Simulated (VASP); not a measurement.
# Ru (Cmcm) in VASP: further runs

Ru is run at these levels: LDA; tasks: single point.

Everything below comes from runs of VASP 6.6.1. Logs are shortened: lines on timing, memory, paths and dates and some standing lists are left out, and cuts for length are marked.

## 1. The cell of the first run

Symmetry: Cmcm, No. 63, orthorhombic system. Conventional cell: a = 2.621 Å, b = 4.539 Å, c = 4.227 Å, α = 90.00°, β = 90.00°, γ = 90.00°. Within 3.2 Å of Ru (site symmetry m2m) lie 12 Ru at 2.45 to 2.69 Å.

## 2. Single point, LDA (atoms displaced along a vibrational mode, the cell strained)

Contents of INCAR:

```
SYSTEM = Ru
PREC = Accurate ; ENCUT = 520
EDIFF = 1E-6 ; ISMEAR = 0
SIGMA = 0.15 ; LREAL = .False.
LASPH = .True. ; NELM = 60
ALGO = Fast ; ISIF = 2
LWAVE = .False. ; LCHARG = .False.
GGA = CA ; NBANDS = 21
```

Contents of KPOINTS:

```
Automatic mesh
0
Gamma
  21 21 10
  0 0 0
```

Contents of POSCAR:

```
Ru
1.0
    2.6205776265      0.0000000000      0.0000000000
   -1.3102888133      2.2694867971      0.0000000000
    0.0000000000      0.0000000000      4.2267610266
Ru
2
Direct
    0.3635604314      0.7271208628      0.2500000000
    0.6364395686      0.2728791372      0.7500000000
```

Potentials or basis: VASP PAW LDA potentials, release 64 (Ru_pv).

The run is started by

```console
$ cat potpaw_LDA.64/Ru_pv/POTCAR > POTCAR
$ mpirun -np 1 vasp_std > vasp.out
```

OUTCAR:

```text
SYSTEM = Ru
   PREC = Accurate
   ENCUT = 520
   EDIFF = 1E-6
   ISMEAR = 0
   LREAL = .False.
   LASPH = .True.
   NELM = 60
   ISIF = 2
   GGA = CA

 ion  position               nearest neighbor table
   1  0.364  0.727  0.250-   2 2.45   2 2.45   2 2.69   2 2.69   2 2.69   2 2.69
   2  0.636  0.273  0.750-   1 2.45   1 2.45   1 2.69   1 2.69   1 2.69   1 2.69

  LATTYP: Found a hexagonal cell.
 ALAT       =     2.6205776265
 C/A-ratio  =     1.6129119717

  Lattice vectors:

 A1 = (   2.6205776265,   0.0000000000,   0.0000000000)
 A2 = (  -1.3102888133,   2.2694867971,   0.0000000000)
 A3 = (   0.0000000000,   0.0000000000,   4.2267610266)

Analysis of symmetry for initial positions (statically):
=====================================================================
 Subroutine PRICEL returns:
 Original cell was already a primitive cell.

 Routine SETGRP: Setting up the symmetry group for a
 hexagonal supercell.

 Subroutine GETGRP returns: Found  8 space group operations
 (whereof  4 operations were pure point group operations)
 out of a pool of 24 trial point group operations.

The static configuration has the point symmetry C_2h.
 The point group associated with its full space group is D_2h.

Analysis of symmetry for dynamics (positions and initial velocities):
=====================================================================
 Subroutine PRICEL returns:
 Original cell was already a primitive cell.

 Routine SETGRP: Setting up the symmetry group for a
 hexagonal supercell.

 Subroutine GETGRP returns: Found  8 space group operations
 (whereof  4 operations were pure point group operations)
 out of a pool of 24 trial point group operations.

The dynamic configuration has the point symmetry C_2h.
 The point group associated with its full space group is D_2h.

 Subroutine INISYM returns: Found  8 space group operations
 (whereof  4 operations are pure point group operations),
 and found     1 'primitive' translations

----------------------------------------------------------------------------------------

                                     Primitive cell

  volume of cell :      25.1381

  direct lattice vectors                    reciprocal lattice vectors
     2.620577626  0.000000000  0.000000000     0.381595260  0.220314126  0.000000000
    -1.310288813  2.269486797  0.000000000     0.000000000  0.440628252  0.000000000
     0.000000000  0.000000000  4.226761027     0.000000000  0.000000000  0.236587778

  length of vectors
[... 80 lines left out ...]
   ENCUT  =  520.0 eV  38.22 Ry    6.18 a.u.   4.87  4.87  7.86*2*pi/ulx,y,z
   NELM   =     60;   NELMIN=  2; NELMDL= -5     # of ELM steps
   EDIFF  = 0.1E-05   stopping-criterion for ELM
   LREAL  =      F    real-space projection
   EDIFFG = 0.1E-04   stopping-criterion for IOM
   NSW    =      0    number of steps for IOM
   IBRION =     -1    ionic relax: 0-MD 1-quasi-New 2-CG
   NFREE  =      0    steps in history (QN), initial steepest desc. (CG)
   ISIF   =      2    stress and relaxation
   ISYM   =      2    0-nonsym 1-usesym 2-fastsym
   POTIM  = 0.5000    time-step for ionic-motion
   TEBEG  =    0.0;   TEEND  =   0.0 temperature during run
   PSTRESS=    0.0 pullay stress
   NELECT =      28.0000    total number of electrons
   NUPDOWN=      -1.0000    fix difference up-down
   EMIN   =  10.00;   EMAX   =-10.00  energy-range for DOS
   EFERMI =   0.00;   METHOD = LEGACY
   ISMEAR =     0;   SIGMA  =   0.15  broadening in eV -4-tet -1-fermi 0-gaus
   EFERMI_NEDOS =   21; number of points for ismear=-14 and -15
   IALGO  =     68    algorithm
   IMIX   =      4    mixing-type and parameters
     AMIX     =   0.40;   BMIX     =  1.00
     AMIX_MAG =   1.60;   BMIX_MAG =  1.00
  volume/ion in A,a.u.               =      12.57        84.82
  Fermi-wavevector in a.u.,A,eV,Ry     =   1.697006  3.206876 39.182458  2.879829
  Thomas-Fermi vector in A             =   2.777766
   LORBIT       =      0    0 simple, 1 ext, 2 COOP (PROOUT), +10 PAW based schemes
   GGA     = CA    functional components
   LHFCALC =     F    Hartree Fock is set to
   AEXX    =    0.0000 exact exchange contribution
   IVDW    =     0    specifies the selected vdW correction
   LEPSILON=     F    determine dielectric tensor
   LRPA    =     F    only Hartree local field effects (RPA)
 non-spin polarized calculation
 RMM-DIIS sequential band-by-band and
 Gauss-broadening in eV      SIGMA  =   0.15
  energy-cutoff  :      520.00
  volume of cell :       25.14
 maximum number of plane-waves:       699
   NGX =  9   NGY =  9   NGZ = 15

 number of electron      27.9999995 magnetization

 Free energy of the ion-electron system (eV)
  ---------------------------------------------------
  ext. energy  EPLUGINS =         0.00000000
  ---------------------------------------------------
  free energy    TOTEN  =       -21.03338360 eV

  energy without entropy =      -21.01527491  energy(sigma->0) =      -21.02432926

 E-fermi :  14.2433     XC(G=0): -14.8499

 val. band max:       14.2432567365   @ k =  -0.2857   0.2381   0.0000
 cond. band min:      14.2442999004   @ k =   0.1429   0.1429   0.3000
 fundamental gap:      0.0010431639
 Fermi energy:        14.2432609193

 k-point     1 :       0.0000    0.0000    0.0000
  band No.  band energies     occupation
      1     -29.6545      2.00000
      2     -28.4231      2.00000
      3     -28.2201      2.00000
      4     -28.1730      2.00000
      5     -28.1280      2.00000
      6     -28.0869      2.00000
[... 565 lines left out ...]
     20      24.1336      0.00000
     21      25.1379      0.00000

 [... further k-points ...]

------------------------ aborting loop because EDIFF is reached ----------------------------------------

  FORCE on cell =-STRESS in cart. coord.  units (eV):
  Direction    XX          YY          ZZ          XY          YZ          ZX
  --------------------------------------------------------------------------------------
  -------------------------------------------------------------------------------------
  Total        2.5962177      4.5555354      3.2553153     -0.0000000      0.0000000      0.0000000
  in kB      165.4700126    290.3471858    207.4776226     -0.0000000      0.0000000      0.0000000
  external PRESSURE =     221.0982737 kB  Pullay stress =       0.0000000 kB

 VOLUME and BASIS-vectors are now :
 -----------------------------------------------------------------------------
  energy-cutoff  :      520.00
  volume of cell :       25.14
      direct lattice vectors                 reciprocal lattice vectors
     2.620577626  0.000000000  0.000000000     0.381595260  0.220314126  0.000000000
    -1.310288813  2.269486797  0.000000000     0.000000000  0.440628252  0.000000000
     0.000000000  0.000000000  4.226761027     0.000000000  0.000000000  0.236587778

 POSITION                                       TOTAL-FORCE (eV/Angst)
 -----------------------------------------------------------------------------------
     -0.00000      1.65019      1.05669         0.000000     -2.034487      0.000000
      1.31029      0.61930      3.17007        -0.000000      2.034487      0.000000
 -----------------------------------------------------------------------------------
    total drift:                                0.000000     -0.000000      0.000000

  FREE ENERGIE OF THE ION-ELECTRON SYSTEM (eV)
  ---------------------------------------------------
  free  energy   TOTEN  =       -21.0333836026 eV

  energy  without entropy=      -21.0152749119  energy(sigma->0) =      -21.02432926
```

stdout:

```text
POSCAR found type information on POSCAR Ru
 POSCAR found :  1 types and       2 ions
 scaLAPACK will be used
 LDA part: xc-table for (Slater(with rela. corr.)+CA(PZ))
 , standard interpolation
 POSCAR, INCAR and KPOINTS ok, starting setup
 FFT: planning ... GRIDC
 FFT: planning ... GRID_SOFT
 FFT: planning ... GRID
 WAVECAR not read
 entering main loop
```

Run time: 6.6 min. Hardware: 1 thread of Intel Xeon Platinum 8259CL at 2.50GHz (Skylake/Cascade Lake), shared host; peak memory 0.38 GiB.

What came out:

```yaml
Free_energy: -21.0334 eV
Pressure: 22.1 GPa
Largest_force: 2.034 eV/Å
Band_gap_on_the_k_mesh: zero (bands 14 and 15 overlap by 3.38 eV)
```

Forces in eV/Å, atoms in the order of the input:
```
Ru   0.000 -2.034  0.000
Ru   0.000  2.034  0.000
```

Stress tensor (GPa, compression positive):
```
16.55  0.00  0.00
 0.00 29.03  0.00
 0.00  0.00 20.75
```

Caveat: the cell differs from its parent crystal (atoms displaced along a vibrational mode, the cell strained); the stress differs along the axes, from 17 to 29 GPa; forces of over 1 eV/Å act on the atoms, so gaps and moduli don't describe the material at rest.

## 3. Single point, LDA (atoms displaced along a vibrational mode, the cell strained)

Contents of INCAR:

```
SYSTEM = Ru
PREC = Accurate
ENCUT = 520
EDIFF = 1E-7
ISMEAR = 0
SIGMA = 0.15
LREAL = .FALSE.
LASPH = .TRUE.
NELM = 60
ALGO = Fast
ISIF = 2
LWAVE = .FALSE.
LCHARG = .FALSE.
NBANDS = 21
```

Contents of KPOINTS:

```
regular mesh
0
G
  21 21 10
  0 0 0
```

Contents of POSCAR:

```
Ru
1.0
    2.6205776265      0.0000000000      0.0000000000
   -1.3102888133      2.2694867971      0.0000000000
    0.0000000000      0.0000000000      4.2267610266
Ru
2
Direct
    0.3031062353      0.6062124705      0.2500000000
    0.6968937647      0.3937875295      0.7500000000
```

Potentials or basis: VASP PAW LDA potentials, release 64 (Ru_pv).

The run is started by

```console
$ cat potpaw_LDA.64/Ru_pv/POTCAR > POTCAR
$ mpirun -np 1 vasp_std > vasp.out
```

Run time: 7.4 min. Hardware: 1 thread of Intel Xeon Platinum 8259CL at 2.50GHz (Skylake/Cascade Lake), shared host; peak memory 0.38 GiB.

Results (log left out):

| Property | Result |
| --- | --- |
| Free energy | -21.0097 eV |
| Pressure | 21.3 GPa |
| Largest force | 2.293 eV/Å |
| Band gap on the k mesh | zero (bands 14 and 15 overlap by 3.54 eV) |

Forces in eV/Å, atoms in the order of the input:
```
Ru   0.000  2.293  0.000
Ru   0.000 -2.293  0.000
```

Stress tensor (GPa, compression positive):
```
28.93  0.00  0.00
 0.00 14.46  0.00
 0.00  0.00 20.48
```

Levels at points of the mesh, in eV from the Fermi level:
```tsv
k point	band 12	band 13	band 14	band 15	band 16	band 17
(0.00, 0.00, 0.00)	-2.26	-2.04	-1.95	-0.38	0.18	1.11
(0.00, 0.00, 0.50)	-3.08	-2.90	-2.90	0.15	0.15	0.64
```

Caveat: the cell differs from its parent crystal (atoms displaced along a vibrational mode, the cell strained); the stress differs along the axes, from 14 to 29 GPa; forces of over 1 eV/Å act on the atoms, so gaps and moduli don't describe the material at rest.
